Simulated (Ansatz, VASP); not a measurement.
# Cr: VASP beside Ansatz

```
Cr
1.0
     2.49880    0.00000    0.00000
    -1.24940    2.16402    0.00000
     0.00000    0.00000    8.80149
Cr
4
Direct
  0.00000 0.00000 0.00000
  0.00000 0.00000 0.50000
  0.33333 0.66667 0.75000
  0.66667 0.33333 0.25000
```

Alike in both runs: task relaxation of cell and atoms; functional PBE; k mesh 21 × 21 × 6; occupations gaussian, width 0.1 eV; no spin polarisation.

|  | VASP | Ansatz |
| --- | --- | --- |
| version | VASP 6.6.1 | Ansatz 0.2.0 |
| potentials or method | VASP PAW PBE potentials, release 64 (Cr_pv), cutoff 600 eV | scalar-relativistic, plane waves, PAW |
| valence electrons in the cell | 48 | 56 |

VASP gave:

* gap on the k mesh at the Fermi level, each at its own relaxed structure (eV): none
* relaxed volume (Å³/atom): 11.87
* relaxed length of the cell vector where the two differ most in proportion (Å): 2.495

Question: What did Ansatz give for the same quantities?

Answer: gap on the k mesh at the Fermi level, each at its own relaxed structure (eV): none; relaxed volume (Å³/atom): 11.90; relaxed length of the cell vector where the two differ most in proportion (Å): 2.497.

A gap of «none» marks a metal or a gap that the smearing closes. VASP's potentials hold 48 valence electrons a cell and Ansatz's 56, so a difference there can come from the potentials and not from the codes.

Noted on VASP's run: too few bands were computed for a metal, which touches its energy and stress.
